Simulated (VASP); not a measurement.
C, 8 atoms in the cell. The structure is hexagonal, space group P6_3/mmc (No. 194). Conventional cell: a = 2.510 Å, b = 2.510 Å, c = 8.073 Å, α = 90.00°, β = 90.00°, γ = 120.00°. Within 2.0 Å of C (site symmetry 3m) lie 4 C at 1.50 to 1.53 Å. C (site symmetry 3m) has 4 C at 1.53 Å within 2.0 Å.  This cell differs from its parent crystal: strain +0.000 along x and y, -0.025 along z.

| Quantity | Value |
| --- | --- |
| Program | VASP 6.6.1 |
| Task | single point |
| Functional | r2SCAN |
| Potentials or basis | VASP PAW PBE potentials, release 64 (C) |
| Cutoff | 520 eV |
| k mesh | 12 × 12 × 4 |
| Occupations | gaussian, width 0.05 eV |
| Spin | no spin polarisation |
| Dipole correction | no |
| Further INCAR settings | ALGO = Normal; EDIFF = 1e-07; NBANDS = 26 |

Potentials or basis: VASP PAW PBE potentials, release 64 (C).

Launch:

```console
$ cat potpaw_PBE.64/C/POTCAR > POTCAR
$ cp INCAR.step1 INCAR
$ mpirun -np 1 vasp_std > vasp.out
$ cp INCAR.step2 INCAR
$ mpirun -np 1 vasp_std > vasp.out
```

Hardware: 1 thread of Intel(R) Xeon(R) Platinum 8375C CPU @ 2.90GHz (Ice Lake), with other jobs on the host.

How long does it take, and how much memory?

Wall time 3 min on 1 thread of Intel(R) Xeon(R) Platinum 8375C CPU @ 2.90GHz (Ice Lake), on a shared host, peak memory 0.18 GiB. Counts: k points 57.
